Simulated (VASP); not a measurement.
# BP (I-4m2) in VASP: further runs

The runs below take BP through single point, with PBE.

Program: VASP 6.6.1. These are calculated values, not measurements. Logs are shortened: lines on timing, memory, paths and dates and some standing lists are left out, and cuts for length are marked.

## Step 1: The cell of the first run

The structure is tetragonal, space group I-4m2 (No. 119). Conventional cell: a = 3.209 Å, b = 3.209 Å, c = 4.447 Å, α = 90.00°, β = 90.00°, γ = 90.00°. B (site symmetry -4m2) has 4 P at 1.95 Å within 2.6 Å. P (site symmetry -4m2) has 4 B at 1.95 Å within 2.6 Å.

## Step 2: Single point, PBE (z stretched by -2 %, then relaxed in part)

INCAR

```
ALGO = Normal
EDIFF = 1E-6
ENCUT = 520
GGA = PE
ISIF = 2
ISMEAR = -1
LASPH = True
LCHARG = True
LELF = True
LREAL = False
LVHAR = True
LWAVE = False
NBANDS = 11
NELM = 60
PREC = Accurate
SIGMA = 0.02
```

KPOINTS

```
k-points
0
Gamma
  16 16 16
```

POSCAR

```
BP
1.0
    0.0000000000      2.2690000000      2.2236200000
    2.2690000000      0.0000000000      2.2236200000
    2.2690000000      2.2690000000      0.0000000000
B P
1 1
Direct
    0.0000000000      0.0000000000      0.0000000000
    0.2500000000      0.2500000000      0.2500000000
```

Potentials or basis: VASP PAW PBE potentials, release 64 (B, P).

Run with:

```bash
cat potpaw_PBE.64/B/POTCAR potpaw_PBE.64/P/POTCAR > POTCAR
mpirun -np 1 vasp_std > vasp.out
```

OUTCAR:

```text
EDIFF = 1E-6
   ENCUT = 520
   GGA = PE
   ISIF = 2
   ISMEAR = -1
   LASPH = True
   LREAL = False
   NELM = 60
   PREC = Accurate

 ion  position               nearest neighbor table
   1  0.000  0.000  0.000-   2 1.95   2 1.95   2 1.95   2 1.95
   2  0.250  0.250  0.250-   1 1.95   1 1.95   1 1.95   1 1.95

  LATTYP: Found a body centered tetragonal cell.
 ALAT       =     3.2088505730
 C/A-ratio  =     1.3859292911

  Lattice vectors:

 A1 = (   0.0000000000,  -2.2690000000,  -2.2236200000)
 A2 = (   0.0000000000,   2.2690000000,  -2.2236200000)
 A3 = (   2.2690000000,   0.0000000000,   2.2236200000)

Analysis of symmetry for initial positions (statically):
=====================================================================
 Subroutine PRICEL returns:
 Original cell was already a primitive cell.

 Routine SETGRP: Setting up the symmetry group for a
 body centered tetragonal supercell.

 Subroutine GETGRP returns: Found  8 space group operations
 (whereof  8 operations were pure point group operations)
 out of a pool of 16 trial point group operations.

The static configuration has the point symmetry D_2d.

Analysis of symmetry for dynamics (positions and initial velocities):
=====================================================================
 Subroutine PRICEL returns:
 Original cell was already a primitive cell.

 Routine SETGRP: Setting up the symmetry group for a
 body centered tetragonal supercell.

 Subroutine GETGRP returns: Found  8 space group operations
 (whereof  8 operations were pure point group operations)
 out of a pool of 16 trial point group operations.

The dynamic configuration has the point symmetry D_2d.

 Subroutine INISYM returns: Found  8 space group operations
 (whereof  8 operations are pure point group operations),
 and found     1 'primitive' translations

----------------------------------------------------------------------------------------

                                     Primitive cell

  volume of cell :      22.8960

  direct lattice vectors                    reciprocal lattice vectors
     0.000000000  2.269000000  2.223620000    -0.220361393  0.220361393  0.224858564
     2.269000000  0.000000000  2.223620000     0.220361393 -0.220361393  0.224858564
     2.269000000  2.269000000  0.000000000     0.220361393  0.220361393 -0.224858564

  length of vectors
     3.176924126  3.176924126  3.208850573     0.384291114  0.384291114  0.384291114

  position of ions in fractional coordinates (direct lattice)
     0.000000000  0.000000000  0.000000000
     0.250000000  0.250000000  0.250000000

  ion indices of the primitive-cell ions
   primitive index   ion index
                 1           1
                 2           2

----------------------------------------------------------------------------------------

 KPOINTS: k-points

Automatic generation of k-mesh.
 Grid dimensions read from file:
 generate k-points for:   16   16   16

 Generating k-lattice:

  Cartesian coordinates                     Fractional coordinates (reciprocal lattice)
    -0.013772587  0.013772587  0.014053660     0.062500000  0.000000000  0.000000000
     0.013772587 -0.013772587  0.014053660     0.000000000  0.062500000  0.000000000
     0.013772587  0.013772587 -0.014053660     0.000000000  0.000000000  0.062500000

  Length of vectors
     0.024018195  0.024018195  0.024018195

  Shift w.r.t. Gamma in fractional coordinates (k-lattice)
     0.000000000  0.000000000  0.000000000

 Subroutine IBZKPT returns following result:
 ===========================================

 Found    349 irreducible k-points:

 Following reciprocal coordinates:
            Coordinates               Weight
  0.000000  0.000000  0.000000      1.000000
  0.062500  0.000000  0.000000      8.000000
  0.125000  0.000000  0.000000      8.000000
  0.187500  0.000000  0.000000      8.000000
  0.250000  0.000000  0.000000      8.000000
  0.312500  0.000000  0.000000      8.000000
[... 16 lines left out ...]
 -0.125000  0.062500  0.000000      8.000000
 -0.062500  0.062500  0.000000      4.000000
 [... further k-points ...]
   k-points           NKPTS =    349   k-points in BZ     NKDIM =    349   number of bands    NBANDS=     11
   number of dos      NEDOS =    301   number of ions     NIONS =      2
   total plane-waves  NPLWV =  13824
   dimension x,y,z NGX =    24 NGY =   24 NGZ =   24
   dimension x,y,z NGXF=    48 NGYF=   48 NGZF=   48
   ions per type =               1   1
   NGX,Y,Z   is equivalent  to a cutoff of  12.56, 12.56, 12.43 a.u.
   NGXF,Y,Z  is equivalent  to a cutoff of  25.12, 25.12, 24.87 a.u.
 SYSTEM =  unknown system
   PREC   = accura    normal or accurate (medium, high low for compatibility)
   ISTART =      0    job   : 0-new  1-cont  2-samecut
   ICHARG =      2    charge: 1-file 2-atom 10-const
   ISPIN  =      1    spin polarized calculation?
   LNONCOLLINEAR =      F non collinear calculations
   LSORBIT =      F    spin-orbit coupling
   LASPH  =      T    aspherical Exc in radial PAW
   ENCUT  =  520.0 eV  38.22 Ry    6.18 a.u.   5.91  5.91  5.97*2*pi/ulx,y,z
   NELM   =     60;   NELMIN=  2; NELMDL= -5     # of ELM steps
   EDIFF  = 0.1E-05   stopping-criterion for ELM
   LREAL  =      F    real-space projection
   EDIFFG = 0.1E-04   stopping-criterion for IOM
   NSW    =      0    number of steps for IOM
   IBRION =     -1    ionic relax: 0-MD 1-quasi-New 2-CG
   NFREE  =      0    steps in history (QN), initial steepest desc. (CG)
   ISIF   =      2    stress and relaxation
   ISYM   =      2    0-nonsym 1-usesym 2-fastsym
   POTIM  = 0.5000    time-step for ionic-motion
   TEBEG  =    0.0;   TEEND  =   0.0 temperature during run
   PSTRESS=    0.0 pullay stress
   NELECT =       8.0000    total number of electrons
   NUPDOWN=      -1.0000    fix difference up-down
   EMIN   =  10.00;   EMAX   =-10.00  energy-range for DOS
   EFERMI =   0.00;   METHOD = LEGACY
   ISMEAR =    -1;   SIGMA  =   0.02  broadening in eV -4-tet -1-fermi 0-gaus
   EFERMI_NEDOS =   21; number of points for ismear=-14 and -15
   IALGO  =     38    algorithm
   IMIX   =      4    mixing-type and parameters
     AMIX     =   0.40;   BMIX     =  1.00
     AMIX_MAG =   1.60;   BMIX_MAG =  1.00
  volume/ion in A,a.u.               =      11.45        77.25
  Fermi-wavevector in a.u.,A,eV,Ry     =   1.153059  2.178966 18.089568  1.329546
  Thomas-Fermi vector in A             =   2.289706
   LORBIT       =      0    0 simple, 1 ext, 2 COOP (PROOUT), +10 PAW based schemes
   GGA     = PE    functional components
   LHFCALC =     F    Hartree Fock is set to
   AEXX    =    0.0000 exact exchange contribution
   IVDW    =     0    specifies the selected vdW correction
   LEPSILON=     F    determine dielectric tensor
   LRPA    =     F    only Hartree local field effects (RPA)
 non-spin polarized calculation
  energy-cutoff  :      520.00
  volume of cell :       22.90
 maximum number of plane-waves:       628
   NGX = 11   NGY = 11   NGZ = 11

 number of electron       8.0000001 magnetization

 Free energy of the ion-electron system (eV)
  ---------------------------------------------------
  ext. energy  EPLUGINS =         0.00000000
  ---------------------------------------------------
  free energy    TOTEN  =       -12.91779034 eV

  energy without entropy =      -12.91779034  energy(sigma->0) =      -12.91779034

 E-fermi :   8.2086     XC(G=0): -10.9950

 val. band max:        7.8043987330   @ k =   0.0000   0.0000   0.0000
 cond. band min:       8.7190897782   @ k =   0.4375   0.4375   0.0000
 fundamental gap:      0.9146910452
 Fermi energy:         8.2085618773

 k-point     1 :       0.0000    0.0000    0.0000
  band No.  band energies     occupation
      1      -7.9679      2.00000
      2       7.6092      2.00000
      3       7.6092      2.00000
      4       7.8044      2.00000
      5      11.0311      0.00000
      6      11.1459      0.00000
      7      11.1459      0.00000
      8      15.3518      0.00000
      9      19.3253      0.00000
     10      19.5921      0.00000
     11      20.1178      0.00000

 k-point     2 :       0.0625    0.0000    0.0000
  band No.  band energies     occupation
      1      -7.8962      2.00000
      2       7.0750      2.00000
      3       7.4780      2.00000
      4       7.6263      2.00000
      5      11.2134      0.00000
      6      11.3210      0.00000
      7      11.3856      0.00000
      8      15.5532      0.00000
      9      19.2772      0.00000
     10      19.5626      0.00000
     11      19.7580      0.00000

 k-point     3 :       0.1250    0.0000    0.0000
  band No.  band energies     occupation
      1      -7.6821      2.00000
      2       5.7963      2.00000
      3       7.1626      2.00000
      4       7.3176      2.00000
      5      11.5769      0.00000
      6      11.7372      0.00000
      7      11.7726      0.00000
      8      16.1062      0.00000
      9      18.7367      0.00000
     10      19.1218      0.00000
     11      20.1793      0.00000

 k-point     4 :       0.1875    0.0000    0.0000
  band No.  band energies     occupation
      1      -7.3286      2.00000
      2       4.2933      2.00000
      3       6.7901      2.00000
      4       6.9663      2.00000
      5      11.7483      0.00000
      6      12.1762      0.00000
      7      12.2033      0.00000
      8      16.8244      0.00000
      9      18.4389      0.00000
     10      18.7039      0.00000
     11      20.7315      0.00000
[... 239 lines left out ...]
 k-point    22 :      -0.1875    0.0625    0.0000
  band No.  band energies     occupation
      1      -7.1255      2.00000
      2       3.8204      2.00000
      3       6.1106      2.00000
      4       6.9326      2.00000
      5      11.9800      0.00000
      6      12.0427      0.00000
      7      12.7698      0.00000
      8      16.7259      0.00000
      9      17.7148      0.00000
     10      19.5321      0.00000
     11      21.1772      0.00000

 k-point    23 :      -0.1250    0.0625    0.0000
  band No.  band energies     occupation
      1      -7.5213      2.00000
      2       5.2997      2.00000
      3       6.4783      2.00000
      4       7.2808      2.00000
      5      11.6429      0.00000
      6      11.8773      0.00000
      7      12.3331      0.00000
      8      16.2885      0.00000
      9      17.9494      0.00000
     10      19.3876      0.00000
     11      20.6216      0.00000

 k-point    24 :      -0.0625    0.0625    0.0000
  band No.  band energies     occupation
      1      -7.7795      2.00000
      2       6.5120      2.00000
      3       7.0038      2.00000
      4       7.5013      2.00000
      5      11.3322      0.00000
      6      11.5722      0.00000
      7      11.8088      0.00000
      8      15.8336      0.00000
      9      18.5517      0.00000
     10      19.6267      0.00000
     11      19.9328      0.00000

 [... further k-points ...]
[... 5 lines left out ...]
  --------------------------------------------------------------------------------------
  -------------------------------------------------------------------------------------
  Total        0.3665287      0.3665287      1.1316006      0.0000000      0.0000000     -0.0000000
  in kB       25.6483241     25.6483241     79.1852350      0.0000000      0.0000000     -0.0000000
  external PRESSURE =      43.4939611 kB  Pullay stress =       0.0000000 kB

 VOLUME and BASIS-vectors are now :
 -----------------------------------------------------------------------------
  energy-cutoff  :      520.00
  volume of cell :       22.90
      direct lattice vectors                 reciprocal lattice vectors
     0.000000000  2.269000000  2.223620000    -0.220361393  0.220361393  0.224858564
     2.269000000  0.000000000  2.223620000     0.220361393 -0.220361393  0.224858564
     2.269000000  2.269000000  0.000000000     0.220361393  0.220361393 -0.224858564

 POSITION                                       TOTAL-FORCE (eV/Angst)
 -----------------------------------------------------------------------------------
      0.00000      0.00000      0.00000         0.000000      0.000000      0.000000
      1.13450      1.13450      1.11181        -0.000000     -0.000000     -0.000000
 -----------------------------------------------------------------------------------
    total drift:                                0.000000      0.000000     -0.000000

  FREE ENERGIE OF THE ION-ELECTRON SYSTEM (eV)
  ---------------------------------------------------
  free  energy   TOTEN  =       -12.9177903430 eV

  energy  without entropy=      -12.9177903430  energy(sigma->0) =      -12.91779034
```

Run time: 3 min. Hardware: 1 thread of AMD EPYC 7R13, shared host; peak memory 0.17 GiB.

What came out:

```yaml
Free_energy: -12.9178 eV
Pressure: 4.3 GPa
Band_gap_on_the_k_mesh: 0.91 eV, indirect (least direct gap 3.23 eV)
```

Stress tensor (GPa, compression positive):
```
2.56 0.00 0.00
0.00 2.56 0.00
0.00 0.00 7.92
```

Caveat: the cell differs from its parent crystal (z stretched by -2 %, then relaxed in part). A k mesh can miss the band edges.

(Continued in part 2 of 2.)
